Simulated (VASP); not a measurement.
# CoO (R-3m) in VASP: further runs, part 2 of 2

VASP 6.6.1. The steps go on from the part before.

### Step 3. Single point, PBEsol, collinear spin, ferromagnetic start (strain +0.000 along x and y, -0.040 along z)

File INCAR:

```
SYSTEM = CoO
PREC = Accurate
ENCUT = 520
EDIFF = 1E-6
ISMEAR = 0
SIGMA = 0.15
LREAL = .FALSE.
LASPH = .TRUE.
NELM = 150
ALGO = Normal
ISIF = 2
LWAVE = .FALSE.
LCHARG = .FALSE.
ISPIN = 2
MAGMOM = 2.64 0.33
LORBIT = 11
LMAXMIX = 4
GGA = PS
NBANDS = 18
```

File KPOINTS:

```
Automatic mesh
0
G
  18 18 18
  0 0 0
```

File POSCAR:

```
CoO
1.0
    1.5054695445      0.8691832468      2.3423298300
   -1.5054695445      0.8691832468      2.3423298300
    0.0000000000     -1.7383664936      2.3423298300
Co O
1 1
Direct
    0.0000000000      0.0000000000      0.0000000000
    0.5000000000      0.5000000000      0.5000000000
```

Potentials or basis: VASP PAW PBE potentials, release 64 (Co, O).

Started as:

```sh
$ cat potpaw_PBE.64/Co/POTCAR potpaw_PBE.64/O/POTCAR > POTCAR
$ mpirun -np 1 vasp_std > vasp.out
```

OUTCAR:

```text
SYSTEM = CoO
   PREC = Accurate
   ENCUT = 520
   EDIFF = 1E-6
   ISMEAR = 0
   LREAL = .FALSE.
   LASPH = .TRUE.
   NELM = 150
   ISIF = 2
   ISPIN = 2
   LORBIT = 11
   GGA = PS

 ion  position               nearest neighbor table
   1  0.000  0.000  0.000-   2 2.10   2 2.10   2 2.10   2 2.10   2 2.10   2 2.10
   2  0.500  0.500  0.500-   1 2.10   1 2.10   1 2.10   1 2.10   1 2.10   1 2.10

  LATTYP: Found a trigonal (rhomboedric) cell.
 ALAT       =     2.9169208248
 COS(alpha) =     0.4672485236

  Lattice vectors:

 A1 = (   1.5054695445,   0.8691832468,   2.3423298300)
 A2 = (  -1.5054695445,   0.8691832468,   2.3423298300)
 A3 = (   0.0000000000,  -1.7383664936,   2.3423298300)

Analysis of symmetry for initial positions (statically):
=====================================================================
 Subroutine PRICEL returns:
 Original cell was already a primitive cell.

 Routine SETGRP: Setting up the symmetry group for a
 trigonal (rhombohedral) supercell.

 Subroutine GETGRP returns: Found 12 space group operations
 (whereof 12 operations were pure point group operations)
 out of a pool of 12 trial point group operations.

[... 696 lines left out ...]
      1     -11.6862      1.00000
      2       5.5215      1.00000
      3       5.5215      1.00000
      4       5.8625      1.00000
      5       7.2202      1.00000
      6       7.2202      1.00000
[... 493 lines left out ...]
     17      36.2581      0.00000
     18      38.3613      0.00000

 [... further k-points ...]
[... 5 lines left out ...]
  --------------------------------------------------------------------------------------
  -------------------------------------------------------------------------------------
  Total       -0.3700517     -0.3700517     -0.5612106      0.0000000      0.0000000     -0.0000000
  in kB      -32.2396547    -32.2396547    -48.8938043      0.0000000      0.0000000     -0.0000000
  external PRESSURE =     -37.7910379 kB  Pullay stress =       0.0000000 kB

 VOLUME and BASIS-vectors are now :
 -----------------------------------------------------------------------------
  energy-cutoff  :      520.00
  volume of cell :       18.39
      direct lattice vectors                 reciprocal lattice vectors
     1.505469544  0.869183247  2.342329830     0.332122295  0.191750896  0.142308452
    -1.505469544  0.869183247  2.342329830    -0.332122295  0.191750896  0.142308452
     0.000000000 -1.738366494  2.342329830     0.000000000 -0.383501793  0.142308452

 POSITION                                       TOTAL-FORCE (eV/Angst)
 -----------------------------------------------------------------------------------
      0.00000      0.00000      0.00000         0.000000      0.000000      0.000000
      0.00000      0.00000      3.51349         0.000000     -0.000000      0.000000
 -----------------------------------------------------------------------------------
    total drift:                               -0.000000      0.000000     -0.000000

  FREE ENERGIE OF THE ION-ELECTRON SYSTEM (eV)
  ---------------------------------------------------
  free  energy   TOTEN  =       -14.0123106774 eV

  energy  without entropy=      -13.9690428283  energy(sigma->0) =      -13.99067675

 total charge

# of ion       s       p       d       tot
------------------------------------------
    1        0.311   0.394   7.191   7.896
    2        1.552   3.417   0.000   4.969
--------------------------------------------------
tot          1.863   3.811   7.191  12.865

 magnetization (x)

# of ion       s       p       d       tot
------------------------------------------
    1        0.020   0.019   2.400   2.439
    2        0.030   0.246   0.000   0.276
--------------------------------------------------
tot          0.050   0.264   2.400   2.715
```

stdout:

```text
POSCAR found type information on POSCAR CoO
 POSCAR found :  2 types and       2 ions
 scaLAPACK will be used
 -----------------------------------------------------------------------------
|                                                                             |
|                                                                             |
|     You enforced a specific xc type in the INCAR file but a different       |
|     I HOPE YOU KNOW WHAT YOU ARE DOING!                                     |
|                                                                             |
 -----------------------------------------------------------------------------

 LDA part: xc-table for (Slater+PW92), standard interpolation
 POSCAR, INCAR and KPOINTS ok, starting setup
 FFT: planning ... GRIDC
 FFT: planning ... GRID_SOFT
 FFT: planning ... GRID
 WAVECAR not read
 entering main loop
```

It took 2.2 min on 1 thread of Intel Xeon 6975P-C (Granite Rapids), shared host; peak memory 0.39 GiB.

Results:

| Quantity | Value |
| --- | --- |
| Free energy | -14.0123 eV |
| Pressure | -3.8 GPa |
| Net moment | 2.76 μB per cell |
| Site moments | Co +2.44; O +0.28 μB |
| Valence electrons inside the program's atomic spheres | Co 7.90; O 4.97 |

Stress tensor (GPa, compression positive):
```
-3.22  0.00  0.00
 0.00 -3.22  0.00
 0.00  0.00 -4.89
```

Caveat: the cell differs from its parent crystal (strain +0.000 along x and y, -0.040 along z); the PAW data sets were made with another functional, which shifts forces and pressure a little; a cell with one magnetic atom can't hold antiferromagnetic order, which such compounds often take.
